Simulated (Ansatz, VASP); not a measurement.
# TaN: VASP beside Ansatz

Contents of POSCAR:

```
TaN
1.0
    0.0000000000      2.2692266060      2.2692266060
    2.2692266060      0.0000000000      2.2692266060
    2.2692266060      2.2692266060      0.0000000000
Ta N
1 1
Direct
    0.5000000000      0.5000000000      0.5000000000
    0.0000000000      0.0000000000      0.0000000000
```

Contents of INCAR.step1:

```
SYSTEM = TaN
PREC = Accurate ; ENCUT = 520
ISMEAR = 0 ; SIGMA = 0.1
LREAL = .FALSE. ; LASPH = .TRUE.
NELM = 60 ; NBANDS = 15
GGA = PE ; ALGO = Normal
EDIFF = 1E-4 ; LWAVE = .TRUE.
LCHARG = .FALSE.
```

INCAR.step2

```
SYSTEM = TaN
PREC = Accurate ; ENCUT = 520
EDIFF = 1E-6 ; ISMEAR = 0
SIGMA = 0.1 ; LREAL = .FALSE.
LASPH = .TRUE. ; NELM = 60
ALGO = Normal ; ISIF = 2
LWAVE = .FALSE. ; LCHARG = .FALSE.
METAGGA = R2SCAN ; LMIXTAU = .TRUE.
NBANDS = 15 ; ISTART = 1
```

Contents of KPOINTS:

```
Automatic mesh
0
G
  16 16 16
  0 0 0
```

Input for Ansatz:

```yaml
crystal:
  lattice:
    - [0.0, 2.269226606, 2.269226606]
    - [2.269226606, 0.0, 2.269226606]
    - [2.269226606, 2.269226606, 0.0]
  atoms:
    - { symbol: Ta, position: [0.5, 0.5, 0.5] }
    - { symbol: "N", position: [0.0, 0.0, 0.0] }
basis:
  ecutwfc: 500
kpoints:
  mp_grid: { grid: [16, 16, 16] }
hamiltonian:
  xc: r2scan
scf:
  occupations: { method: gaussian, width: 0.1 }
output:
  forces: true
  stress: true
  eigenvalues: true
  write_density: true
  write_potential: true
  elf: true
  volumetric_format: npy
```

Alike in both runs: task single point; functional r2SCAN; k mesh 16 × 16 × 16; occupations gaussian, width 0.1 eV; no spin polarisation.

|  | VASP | Ansatz |
| --- | --- | --- |
| version | VASP 6.6.1 | Ansatz 0.2.0 |
| potentials or method | VASP PAW PBE potentials, release 64 (Ta_pv, N), cutoff 520 eV | scalar-relativistic, plane waves, PAW |
| valence electrons in the cell | 16 | 18 |

Ansatz gave:

| Quantity | Value |
| --- | --- |
| gap on the k mesh at the Fermi level (eV) | none |
| pressure (GPa) | -27.1 |

Task: Which values does VASP return?

Result: gap on the k mesh at the Fermi level (eV): none; pressure (GPa): -25.8.

VASP's potentials were made for PBE, not for r2SCAN. A gap of «none» marks a metal or a gap that the smearing closes. VASP's potentials hold 16 valence electrons a cell and Ansatz's 18, so a difference there can come from the potentials and not from the codes.

Spin-orbit coupling is off throughout.
